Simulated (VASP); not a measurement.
Set up this calculation in VASP 6.6.1, as the native input.

```
Task                   : single point
Functional             : r2SCAN
Potentials or basis    : VASP PAW PBE potentials, release 64 (Al)
Cutoff                 : 520 eV
k mesh                 : 18 × 18 × 18
Occupations            : gaussian, width 0.1 eV
Spin                   : collinear spin, zero start
Starting moments       : [0.0] μB
Dipole correction      : no
Further INCAR settings : ALGO = Normal; EDIFF = 1e-07; NBANDS = 12
```

Al:

```
CELL_PARAMETERS angstrom
0.00000 2.02073 2.02073
2.02073 0.00000 2.02073
2.02073 2.02073 0.00000
ATOMIC_POSITIONS crystal
Al 0.00000 0.00000 0.00000
```

One way to write it, as run:

POSCAR

```
Al
1.0
    0.0000000000      2.0207284184      2.0207284184
    2.0207284184      0.0000000000      2.0207284184
    2.0207284184      2.0207284184      0.0000000000
Al
1
Direct
    0.0000000000      0.0000000000      0.0000000000
```

INCAR.step1

```
SYSTEM = Al
  PREC = Accurate
  ENCUT = 520
  ISMEAR = 0
  SIGMA = 0.1
  LREAL = .FALSE.
  LASPH = .TRUE.
  NELM = 150
  ISPIN = 2
  MAGMOM = 0
  NBANDS = 12
  GGA = PE
  ALGO = Normal
  EDIFF = 1E-4
  LWAVE = .TRUE.
  LCHARG = .FALSE.
```

INCAR.step2

```
SYSTEM = Al
  PREC = Accurate
  ENCUT = 520
  EDIFF = 1E-7
  ISMEAR = 0
  SIGMA = 0.1
  LREAL = .FALSE.
  LASPH = .TRUE.
  NELM = 150
  ALGO = Normal
  ISIF = 2
  LWAVE = .FALSE.
  LCHARG = .FALSE.
  ISPIN = 2
  MAGMOM = 0
  LORBIT = 11
  METAGGA = R2SCAN
  LMIXTAU = .TRUE.
  NBANDS = 12
  ISTART = 1
```

KPOINTS

```
Automatic mesh
0
G
  18 18 18
  0 0 0
```

Potentials or basis: VASP PAW PBE potentials, release 64 (Al).

Command:

```console
$ cat potpaw_PBE.64/Al/POTCAR > POTCAR
$ cp INCAR.step1 INCAR
$ mpirun -np 1 vasp_std > vasp.out
$ cp INCAR.step2 INCAR
$ mpirun -np 1 vasp_std > vasp.out
```

Results of the run:

```yaml
Pressure: -3.4 GPa
Net_moment: 0.00 μB per cell
Valence_electrons_inside_the_program's_atomic_spheres: Al 0.77
```

Caveat: the PAW data sets were made with another functional, which shifts forces and pressure a little.

It took 89 s on 1 thread of Intel(R) Xeon(R) 6975P-C (Granite Rapids), with other jobs on the host, peak memory 0.18 GiB.
